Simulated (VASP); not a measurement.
Input of a VASP 6.6.1 run:

Contents of INCAR:

```
ALGO     = Normal         # electronic algorithm
EDIFF    = 1E-6           # SCF threshold, eV
ENCUT    = 520            # plane-wave cutoff, eV
GGA      = PE             # functional
ISIF     = 2              # what is computed and relaxed
ISMEAR   = -1             # smearing method
IVDW     = 12             # dispersion correction
LASPH    = True           # aspherical terms in the spheres
LCHARG   = False          # write CHGCAR
LREAL    = Auto         
LWAVE    = False          # write WAVECAR
NBANDS   = 122            # bands
NELM     = 80             # most SCF steps
PREC     = Accurate       # precision mode
SIGMA    = 0.0776         # smearing width, eV
```

File KPOINTS:

```
Automatic mesh
0
Gamma
  3 3 2
  0 0 0.5
```

The input POSCAR:

```
SnO2
1.0
   -6.5179572996      0.0000000000      0.0000000000
   -3.2589786498      5.6447166022      0.0000000000
   -3.2589786498      1.8815722007     -8.6429101670
Sn O
8 16
Direct
    0.9327129536      0.9282057036      0.2013910785
    0.4684506347      0.4366706929      0.6849217319
    0.9543871630      0.4347375621      0.7175210525
    0.4314354476      0.9216191679      0.1858079014
    0.9318726491      0.9420905078      0.6920266304
    0.4153703581      0.4238978505      0.2182870079
    0.4198769152      0.9405225820      0.6980877833
    0.9260786925      0.4251943194      0.2084249362
    0.0934749365      0.5803960540      0.8126702539
    0.5714998916      0.0497086375      0.2986873576
    0.5366532558      0.5829017492      0.8276742280
    0.0719657028      0.0719788806      0.3329862216
    0.5731587700      0.0600176449      0.8145504077
    0.0493408614      0.5787940656      0.3357609814
    0.8135984743      0.7910845123      0.5910871340
    0.3145776113      0.3022247975      0.0947960796
    0.5566282848      0.5448653562      0.3173359374
    0.0573699692      0.0546453405      0.8122151989
    0.8137596027      0.2899772549      0.0913691089
    0.3171831250      0.8182878141      0.5772684089
    0.8275706222      0.7713268855      0.0887594555
    0.3054196598      0.2954861044      0.5858917774
    0.2885720618      0.8021151456      0.0846192990
    0.8178030417      0.3206248838      0.5848924613
```

Potentials or basis: VASP PAW PBE potentials, release 64 (Sn_d, O).

Command:

```sh
$ cat potpaw_PBE.64/Sn_d/POTCAR potpaw_PBE.64/O/POTCAR > POTCAR
$ mpirun -np 1 vasp_std > vasp.out
```

Q: What does it give for the pressure?

A: -1.1 GPa.

Q: Predict the band gap on the k mesh.

A: 1.54 eV, indirect (least direct gap 1.75 eV).

Q: Predict the dispersion energy per atom.

A: -0.197 eV.

Stress tensor (GPa, compression positive):
```
-0.70  0.36 -0.16
 0.36 -1.47  1.52
-0.16  1.52 -1.14
```

Caveat: spin-orbit coupling is left out, which moves the levels of the heavy elements; forces of over 1 eV/Å act on the atoms, so gaps and moduli don't describe the material at rest. A k mesh can miss the band edges.
